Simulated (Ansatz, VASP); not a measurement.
One calculation of C, two programs

File INCAR:

```
  PREC = Accurate
  ENCUT = 520
  EDIFF = 1E-6
  ISMEAR = 0
  SIGMA = 0.1
  LREAL = False
  LASPH = True
  NELM = 80
  ALGO = Normal
  ISIF = 2
  LWAVE = False
  LCHARG = True
  GGA = PE
  IVDW = 12
  LELF = True
  LVHAR = True
  NBANDS = 11
```

KPOINTS

```
regular mesh
0
Gamma
  24 24 14
```

Contents of POSCAR:

```
C
1.0
    2.4647381471      0.0000000000      0.0000000000
   -1.2323690736      2.1345258491      0.0000000000
    0.0000000000      0.0000000000      3.6744491784
C
2
Direct
    0.3333333333      0.6666666667      0.0000000000
    0.6666666667      0.3333333333      0.0000000000
```

Input for Ansatz:

```yaml
crystal:
  lattice:
    - [2.4647381471, 0.0, 0.0]
    - [-1.2323690736, 2.1345258491, 0.0]
    - [0.0, 0.0, 3.6744491784]
  atoms:
    - { symbol: C, position: [0.3333333333, 0.6666666667, 0.0] }
    - { symbol: C, position: [0.6666666667, 0.3333333333, 0.0] }
basis:
  ecutwfc: 420
kpoints:
  mp_grid: { grid: [24, 24, 14] }
hamiltonian:
  xc: pbe
  dispersion: d3bj
scf:
  occupations: { method: gaussian, width: 0.1 }
output:
  forces: true
  stress: true
  eigenvalues: true
```

Change from the starting cell: strain along c alone, the other axes held, atoms relaxed: +3.0 %.

Alike in both runs: task single point; functional PBE; dispersion D3(BJ); k mesh 24 × 24 × 14; occupations gaussian, width 0.1 eV; no spin polarisation.

|  | VASP | Ansatz |
| --- | --- | --- |
| version | VASP 6.6.1 | Ansatz 0.2.0 |
| potentials or method | VASP PAW PBE potentials, release 64 (C), cutoff 520 eV | scalar-relativistic, plane waves, PAW |
| valence electrons in the cell | 8 | 8 |

VASP gave:

* gap on the k mesh at the Fermi level (eV): none
* pressure (GPa): 0.2
* traceless stress, the component that is largest in VASP (GPa): -1.01

**Question.** Which values does Ansatz return?

**Answer.** gap on the k mesh at the Fermi level (eV): none; pressure (GPa): -0.2; traceless stress, the component that is largest in VASP (GPa): -0.52.

A gap of «none» marks a metal or a gap that the smearing closes.
